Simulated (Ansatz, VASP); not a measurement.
One calculation of Ru, two programs

The input INCAR:

```
PREC     = Accurate       # precision mode
ENCUT    = 520            # plane-wave cutoff, eV
EDIFF    = 1E-6           # SCF threshold, eV
ISMEAR   = 0              # smearing method
SIGMA    = 0.15           # smearing width, eV
LREAL    = False          # projectors in reciprocal space
LASPH    = True           # aspherical terms in the spheres
NELM     = 60             # most SCF steps
ALGO     = Fast           # electronic algorithm
ISIF     = 2              # what is computed and relaxed
LWAVE    = False          # write WAVECAR
LCHARG   = False          # write CHGCAR
GGA      = PE             # functional
NBANDS   = 21             # bands
```

File KPOINTS:

```
Automatic mesh
0
Gamma
  21 21 12
```

POSCAR

```
Ru
1.0
    2.7753464887      0.0000000000      0.0000000000
   -1.3876732444      2.4035205635      0.0000000000
    0.0000000000      0.0000000000      4.1263851594
Ru
2
Direct
    0.3333333333      0.6666666667      0.2500000000
    0.6666666667      0.3333333333      0.7500000000
```

Input for Ansatz:

```yaml
crystal:
  lattice:
    - [2.7753464887, 0.0, 0.0]
    - [-1.3876732444, 2.4035205635, 0.0]
    - [0.0, 0.0, 4.1263851594]
  atoms:
    - { symbol: Ru, position: [0.3333333333, 0.6666666667, 0.25] }
    - { symbol: Ru, position: [0.6666666667, 0.3333333333, 0.75] }
basis:
  ecutwfc: 420
kpoints:
  mp_grid: { grid: [21, 21, 12] }
hamiltonian:
  xc: pbe
  pseudopotentials: { kind: paw, azcp: { folder: soft_1 } }
scf:
  occupations: { method: gaussian, width: 0.15 }
output:
  forces: true
  stress: true
  eigenvalues: true
```

Alike in both runs: task single point; functional PBE; k mesh 21 × 21 × 12; occupations gaussian, width 0.15 eV; no spin polarisation.

|  | VASP | Ansatz |
| --- | --- | --- |
| version | VASP 6.6.1 | Ansatz 0.2.0 |
| potentials or method | VASP PAW PBE potentials, release 64 (Ru_pv), cutoff 520 eV | scalar-relativistic, plane waves, PAW |
| valence electrons in the cell | 28 | 32 |

|  | VASP | Ansatz | Ansatz less VASP |
| --- | --- | --- | --- |
| gap on the k mesh at the Fermi level (eV) | none | none | - |
| pressure (GPa) | 2.1 | 2.2 | +0.08 |
| traceless stress, the component that is largest in VASP (GPa) | 16.81 | 16.83 | +0.027 |

A gap of «none» marks a metal or a gap that the smearing closes. With one functional, cell and mesh, what is left measures potentials, basis and numerics. VASP's potentials hold 28 valence electrons a cell and Ansatz's 32, so a difference there can come from the potentials and not from the codes.
